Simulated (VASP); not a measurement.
Nb, 1 atom in the cell. Symmetry: Fm-3m, No. 225, cubic system. The conventional cell has a = 4.131 Å, b = 4.131 Å, c = 4.131 Å, α = 90.00°, β = 90.00°, γ = 90.00°. Nb (site symmetry m-3m) has 12 Nb at 2.92 Å within 3.8 Å. This isn't the form of Nb at room conditions, which is bcc.

```yaml
Program: VASP 6.6.1
Task: relaxation of cell and atoms
Functional: LDA
Potentials_or_basis: VASP PAW LDA potentials, release 64 (Nb_sv)
Cutoff: 600 eV
k_mesh: 16 × 16 × 16
Occupations: fermi-dirac, width 0.05 eV
Spin: no spin polarisation
Target_pressure: 1.1 GPa
Dipole_correction: no
Further_INCAR_settings: ALGO = Normal; EDIFF = 1e-06; IBRION = 2; EDIFFG = -0.005; NSW = 32; ISIF = 3
```

Potentials or basis: VASP PAW LDA potentials, release 64 (Nb_sv).

Run with:

```console
$ cat potpaw_LDA.64/Nb_sv/POTCAR > POTCAR
$ mpirun -np 1 vasp_std > vasp.out
```

Hardware: 1 thread of Intel Xeon 8259CL, with other jobs on the host.

Estimate the wall time of this run.

It took 43 s on 1 thread of Intel Xeon 8259CL (shared host), peak memory 0.16 GiB. Counts: scf iterations 24, k points 145, ion steps 3.
